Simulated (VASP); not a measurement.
A run of VASP 6.6.1:

POSCAR

```
TiB2
1.0
    3.0292000000      0.0000000000      0.0000000000
   -1.5146000000      2.6233641531      0.0000000000
    0.0000000000      0.0000000000      3.2284000000
Ti B
1 2
Direct
    0.0000000000      0.0000000000      0.0000000000
    0.6666666667      0.3333333333      0.5000000000
    0.3333333333      0.6666666667      0.5000000000
```

The input INCAR.step1:

```
SYSTEM = TiB2
PREC     = Accurate       ! precision mode
ENCUT    = 520            ! plane-wave cutoff, eV
ISMEAR   = -1             ! smearing method
SIGMA    = 0.05           ! smearing width, eV
LREAL    = .FALSE.        ! projectors in reciprocal space
LASPH    = .TRUE.         ! aspherical terms in the spheres
NELM     = 100            ! most SCF steps
NBANDS   = 16             ! bands
GGA      = PE             ! functional
ALGO     = Normal         ! electronic algorithm
EDIFF    = 1E-4           ! SCF threshold, eV
LWAVE    = .TRUE.         ! write WAVECAR
LCHARG   = .FALSE.        ! write CHGCAR
```

File INCAR.step2:

```
SYSTEM = TiB2
PREC     = Accurate       ! precision mode
ENCUT    = 520            ! plane-wave cutoff, eV
EDIFF    = 1E-6           ! SCF threshold, eV
ISMEAR   = -1             ! smearing method
SIGMA    = 0.05           ! smearing width, eV
LREAL    = .FALSE.        ! projectors in reciprocal space
LASPH    = .TRUE.         ! aspherical terms in the spheres
NELM     = 100            ! most SCF steps
ALGO     = Normal         ! electronic algorithm
ISIF     = 2              ! what is computed and relaxed
LWAVE    = .FALSE.        ! write WAVECAR
LCHARG   = .FALSE.        ! write CHGCAR
METAGGA  = R2SCAN         ! meta-GGA
LMIXTAU  = .TRUE.       
NBANDS   = 16             ! bands
ISTART   = 1
```

The input KPOINTS:

```
Automatic mesh
0
G
  10 10 8
  0 0 0
```

Potentials or basis: VASP PAW PBE potentials, release 64 (Ti_sv, B).

Command:

```bash
$ cat potpaw_PBE.64/Ti_sv/POTCAR potpaw_PBE.64/B/POTCAR > POTCAR
$ cp INCAR.step1 INCAR
$ mpirun -np 1 vasp_std > vasp.out
$ cp INCAR.step2 INCAR
$ mpirun -np 1 vasp_std > vasp.out
```

Hardware: 1 thread of Intel(R) Xeon(R) Platinum 8488C (Sapphire Rapids) (shared host).

Task: Estimate the wall time of this run.

Result: Wall time 46 s on 1 thread of Intel(R) Xeon(R) Platinum 8488C (Sapphire Rapids), with other jobs on the host, peak memory 0.16 GiB. Counts: k points 70.
